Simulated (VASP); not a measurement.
# BAs (rocksalt type) in VASP: further runs

The runs below take BAs (rocksalt type) through electric field gradients, with PBE.

Program: VASP 6.6.1. These are calculated values, not measurements. Logs are shortened: lines on timing, memory, paths and dates and some standing lists are left out, and cuts for length are marked.

## (1) The cell of the first run

Symmetry: I4/mmm, No. 139, tetragonal system. The conventional cell has a = 3.199 Å, b = 3.199 Å, c = 4.798 Å, α = 90.00°, β = 90.00°, γ = 90.00°. Within 3.0 Å of B (site symmetry 4/mmm) lie 6 As at 2.26 to 2.40 Å. Within 3.0 Å of As (site symmetry 4/mmm) lie 6 B at 2.26 to 2.40 Å.

## (2) Electric field gradients, PBE (z stretched by +4 % at fixed volume)

Input file INCAR:

```
SYSTEM = BAs
PREC = Accurate ; ENCUT = 520
EDIFF = 1E-8 ; ISMEAR = -1
SIGMA = 0.05 ; LREAL = .FALSE.
LASPH = .TRUE. ; NELM = 60
ALGO = Normal ; ISIF = 2
LWAVE = .FALSE. ; LCHARG = .FALSE.
GGA = PE ; LEFG = .TRUE.
NBANDS = 11
```

Input file KPOINTS:

```
regular mesh
0
G
  14 14 14
  0 0 0
```

Input file POSCAR:

```
BAs
1.0
    0.0000000000      2.2620499214      2.3991212315
    2.2620499214      0.0000000000      2.3991212315
    2.2620499214      2.2620499214      0.0000000000
B As
1 1
Direct
    0.0000000000      0.0000000000      0.0000000000
    0.5000000000      0.5000000000      0.5000000000
```

Potentials or basis: VASP PAW PBE potentials, release 64 (B, As).

Launch:

```bash
cat potpaw_PBE.64/B/POTCAR potpaw_PBE.64/As/POTCAR > POTCAR
mpirun -np 1 vasp_std > vasp.out
```

OUTCAR:

```text
SYSTEM = BAs
   PREC = Accurate
   ENCUT = 520
   EDIFF = 1E-8
   ISMEAR = -1
   LREAL = .FALSE.
   LASPH = .TRUE.
   NELM = 60
   ISIF = 2
   GGA = PE

 ion  position               nearest neighbor table
   1  0.000  0.000  0.000-   2 2.26   2 2.26   2 2.26   2 2.26   2 2.40   2 2.40
   2  0.500  0.500  0.500-   1 2.26   1 2.26   1 2.26   1 2.26   1 2.40   1 2.40

  LATTYP: Found a body centered tetragonal cell.
 ALAT       =     3.1990216776
 C/A-ratio  =     1.4999093306

  Lattice vectors:

 A1 = (  -2.2620499214,   0.0000000000,   2.3991212315)
 A2 = (   2.2620499214,   0.0000000000,   2.3991212315)
 A3 = (   0.0000000000,   2.2620499214,  -2.3991212315)

Analysis of symmetry for initial positions (statically):
=====================================================================
 Subroutine PRICEL returns:
 Original cell was already a primitive cell.

 Routine SETGRP: Setting up the symmetry group for a
 body centered tetragonal supercell.

 Subroutine GETGRP returns: Found 16 space group operations
 (whereof 16 operations were pure point group operations)
 out of a pool of 16 trial point group operations.

The static configuration has the point symmetry D_4h.

Analysis of symmetry for dynamics (positions and initial velocities):
=====================================================================
 Subroutine PRICEL returns:
 Original cell was already a primitive cell.

 Routine SETGRP: Setting up the symmetry group for a
 body centered tetragonal supercell.

 Subroutine GETGRP returns: Found 16 space group operations
 (whereof 16 operations were pure point group operations)
 out of a pool of 16 trial point group operations.

The dynamic configuration has the point symmetry D_4h.

 Subroutine INISYM returns: Found 16 space group operations
 (whereof 16 operations are pure point group operations),
 and found     1 'primitive' translations

----------------------------------------------------------------------------------------

                                     Primitive cell

  volume of cell :      24.5520

  direct lattice vectors                    reciprocal lattice vectors
     0.000000000  2.262049921  2.399121232    -0.221038446  0.221038446  0.208409643
     2.262049921  0.000000000  2.399121232     0.221038446 -0.221038446  0.208409643
     2.262049921  2.262049921  0.000000000     0.221038446  0.221038446 -0.208409643

  length of vectors
     3.297370548  3.297370548  3.199021678     0.375700105  0.375700105  0.375700105

  position of ions in fractional coordinates (direct lattice)
     0.000000000  0.000000000  0.000000000
     0.500000000  0.500000000  0.500000000

  ion indices of the primitive-cell ions
   primitive index   ion index
                 1           1
                 2           2

----------------------------------------------------------------------------------------

 KPOINTS: regular mesh

Automatic generation of k-mesh.
 Grid dimensions read from file:
 generate k-points for:   14   14   14

 Generating k-lattice:

  Cartesian coordinates                     Fractional coordinates (reciprocal lattice)
    -0.015788460  0.015788460  0.014886403     0.071428571  0.000000000  0.000000000
     0.015788460 -0.015788460  0.014886403     0.000000000  0.071428571  0.000000000
     0.015788460  0.015788460 -0.014886403    -0.000000000 -0.000000000  0.071428571

  Length of vectors
     0.026835722  0.026835722  0.026835722

  Shift w.r.t. Gamma in fractional coordinates (k-lattice)
     0.000000000  0.000000000  0.000000000

 Subroutine IBZKPT returns following result:
 ===========================================

 Found    244 irreducible k-points:

 Following reciprocal coordinates:
            Coordinates               Weight
  0.000000  0.000000  0.000000      1.000000
  0.071429  0.000000  0.000000      8.000000
  0.142857  0.000000  0.000000      8.000000
  0.214286 -0.000000  0.000000      8.000000
  0.285714  0.000000  0.000000      8.000000
  0.357143  0.000000  0.000000      8.000000
[... 16 lines left out ...]
  0.214286  0.142857  0.000000      8.000000
  0.285714  0.142857  0.000000      8.000000
 [... further k-points ...]
   k-points           NKPTS =    244   k-points in BZ     NKDIM =    244   number of bands    NBANDS=     11
   number of dos      NEDOS =    301   number of ions     NIONS =      2
   total plane-waves  NPLWV =  18816
   dimension x,y,z NGX =    28 NGY =   28 NGZ =   24
   dimension x,y,z NGXF=    56 NGYF=   56 NGZF=   48
   ions per type =               1   1
   NGX,Y,Z   is equivalent  to a cutoff of  14.12, 14.12, 12.47 a.u.
   NGXF,Y,Z  is equivalent  to a cutoff of  28.23, 28.23, 24.94 a.u.
 SYSTEM =  BAs
   PREC   = accura    normal or accurate (medium, high low for compatibility)
   ISTART =      0    job   : 0-new  1-cont  2-samecut
   ICHARG =      2    charge: 1-file 2-atom 10-const
   ISPIN  =      1    spin polarized calculation?
   LNONCOLLINEAR =      F non collinear calculations
   LSORBIT =      F    spin-orbit coupling
   LASPH  =      T    aspherical Exc in radial PAW
   ENCUT  =  520.0 eV  38.22 Ry    6.18 a.u.   6.13  6.13  5.95*2*pi/ulx,y,z
   NELM   =     60;   NELMIN=  2; NELMDL= -5     # of ELM steps
   EDIFF  = 0.1E-07   stopping-criterion for ELM
   LREAL  =      F    real-space projection
   EDIFFG = 0.1E-06   stopping-criterion for IOM
   NSW    =      0    number of steps for IOM
   IBRION =     -1    ionic relax: 0-MD 1-quasi-New 2-CG
   NFREE  =      0    steps in history (QN), initial steepest desc. (CG)
   ISIF   =      2    stress and relaxation
   ISYM   =      2    0-nonsym 1-usesym 2-fastsym
   POTIM  = 0.5000    time-step for ionic-motion
   TEBEG  =    0.0;   TEEND  =   0.0 temperature during run
   PSTRESS=    0.0 pullay stress
   NELECT =       8.0000    total number of electrons
   NUPDOWN=      -1.0000    fix difference up-down
   EMIN   =  10.00;   EMAX   =-10.00  energy-range for DOS
   EFERMI =   0.00;   METHOD = LEGACY
   ISMEAR =    -1;   SIGMA  =   0.05  broadening in eV -4-tet -1-fermi 0-gaus
   EFERMI_NEDOS =   21; number of points for ismear=-14 and -15
   IALGO  =     38    algorithm
   IMIX   =      4    mixing-type and parameters
     AMIX     =   0.40;   BMIX     =  1.00
     AMIX_MAG =   1.60;   BMIX_MAG =  1.00
  volume/ion in A,a.u.               =      12.28        82.84
  Fermi-wavevector in a.u.,A,eV,Ry     =   1.126530  2.128832 17.266734  1.269069
  Thomas-Fermi vector in A             =   2.263212
   LORBIT       =      0    0 simple, 1 ext, 2 COOP (PROOUT), +10 PAW based schemes
   GGA     = PE    functional components
[... 5 lines left out ...]
 non-spin polarized calculation
  energy-cutoff  :      520.00
  volume of cell :       24.55
 maximum number of plane-waves:       677
 NGX is ok and might be reduce to    28
   NGX = 13   NGY = 13   NGZ = 11

 number of electron       8.0000000 magnetization

 Free energy of the ion-electron system (eV)
  ---------------------------------------------------
  ext. energy  EPLUGINS =         0.00000000
  ---------------------------------------------------
  free energy    TOTEN  =        -9.61728083 eV

  energy without entropy =       -9.61217447  energy(sigma->0) =       -9.61472765

 E-fermi :   7.3200     XC(G=0): -11.4169

 val. band max:        7.2981359156   @ k =  -0.4286   0.1429   0.4286
 cond. band min:       7.3453068962   @ k =   0.5000   0.0000   0.0714
 fundamental gap:      0.0471709806
 Fermi energy:         7.3199810680

 k-point     1 :       0.0000    0.0000    0.0000
  band No.  band energies     occupation
      1      -8.6413      2.00000
      2       6.8971      1.99958
      3       6.8971      1.99958
      4       8.0218      0.00000
      5      10.7622      0.00000
      6      13.2311      0.00000
      7      15.7387      0.00000
      8      15.8270      0.00000
      9      15.8270      0.00000
     10      16.3863      0.00000
     11      16.3863      0.00000
[... 309 lines left out ...]
 k-point    24 :       0.2857    0.1429    0.0000
  band No.  band energies     occupation
      1      -7.3179      2.00000
      2       2.9871      2.00000
      3       5.6976      2.00000
      4       6.9306      1.99917
      5       7.6166      0.00530
      6      13.5581      0.00000
      7      14.5311      0.00000
      8      14.7728      0.00000
      9      15.8682      0.00000
     10      19.9721      0.00000
     11      20.3637      0.00000

 [... further k-points ...]

------------------------ aborting loop because EDIFF is reached ----------------------------------------

  FORCE on cell =-STRESS in cart. coord.  units (eV):
  Direction    XX          YY          ZZ          XY          YZ          ZX
  --------------------------------------------------------------------------------------
  -------------------------------------------------------------------------------------
  Total        0.4986973      0.4986973     -0.4373518      0.0000000      0.0000000      0.0000000
  in kB       32.5432568     32.5432568    -28.5400627      0.0000000      0.0000000      0.0000000
  external PRESSURE =      12.1821503 kB  Pullay stress =       0.0000000 kB

 VOLUME and BASIS-vectors are now :
 -----------------------------------------------------------------------------
  energy-cutoff  :      520.00
  volume of cell :       24.55
      direct lattice vectors                 reciprocal lattice vectors
     0.000000000  2.262049921  2.399121232    -0.221038446  0.221038446  0.208409643
     2.262049921  0.000000000  2.399121232     0.221038446 -0.221038446  0.208409643
     2.262049921  2.262049921  0.000000000     0.221038446  0.221038446 -0.208409643

 POSITION                                       TOTAL-FORCE (eV/Angst)
 -----------------------------------------------------------------------------------
      0.00000      0.00000      0.00000         0.000000      0.000000      0.000000
      2.26205      2.26205      2.39912        -0.000000     -0.000000      0.000000
 -----------------------------------------------------------------------------------
    total drift:                                0.000000      0.000000      0.000000

  FREE ENERGIE OF THE ION-ELECTRON SYSTEM (eV)
  ---------------------------------------------------
  free  energy   TOTEN  =        -9.6172808254 eV

  energy  without entropy=       -9.6121744651  energy(sigma->0) =       -9.61472765

 Electric field gradients (V/A^2)
---------------------------------------------------------------------
 ion       V_xx      V_yy      V_zz      V_xy      V_xz      V_yz
---------------------------------------------------------------------
   1      -1.981    -1.981     3.961     0.000     0.000     0.000
   2     -21.114   -21.114    42.228     0.000    -0.000    -0.000
---------------------------------------------------------------------

 Electric field gradients after diagonalization (V/A^2)
 (convention: |V_zz| > |V_xx| > |V_yy|)
----------------------------------------------------------------------
 ion       V_xx      V_yy      V_zz     asymmetry (V_yy - V_xx)/ V_zz
----------------------------------------------------------------------
   1      -1.981    -1.980     3.961       0.000
   2     -21.114   -21.114    42.228       0.000
----------------------------------------------------------------------

           NMR quadrupolar parameters

 Cq : quadrupolar parameter    Cq=e*Q*V_zz/h
 eta: asymmetry parameters     (V_yy - V_xx)/ V_zz
 Q  : nuclear electric quadrupole moment in mb (millibarn)
----------------------------------------------------------------------
 ion       Cq(MHz)       eta       Q (mb)
----------------------------------------------------------------------
   1       0.010       0.000       1.000
   2       0.102       0.000       1.000
----------------------------------------------------------------------
```

Run time: 38 s. Hardware: 1 thread of AMD EPYC 9R45 (Zen 5), shared host; peak memory 0.17 GiB.

What came out:

| Item | Value |
| --- | --- |
| Free energy | -9.6173 eV |
| Pressure | 1.2 GPa |
| Band gap on the k mesh | zero (band 4 reaches 8.65 eV, above the bottom of band 5 at 3.92 eV) |

Levels at points of the mesh, in eV from the Fermi level:
```
           k point  band 2  band 3  band 4  band 5  band 6  band 7
(0.00, 0.00, 0.00)   -0.42   -0.42    0.70    3.44    5.91    8.42
(0.50, 0.00, 0.00)   -9.75    0.77    0.88    1.18    1.61    4.19
(0.50, 0.50, 0.00)   -7.97   -3.50   -3.50   -2.63    3.93   10.81
(0.50, 0.00, 0.50)   -7.91   -4.40   -3.80   -3.40    3.55    9.25
```

Electric field gradients, principal values (V/Å²):
```
atom    least   middle  greatest (by size)
 1 B   -1.980   -1.981               3.961
2 As  -21.114  -21.114              42.228
```

Caveat: without QUAD_EFG the Cq values of the log hold for a quadrupole moment of 1 mb, not for the nuclei.

[end of part 1 of 3]
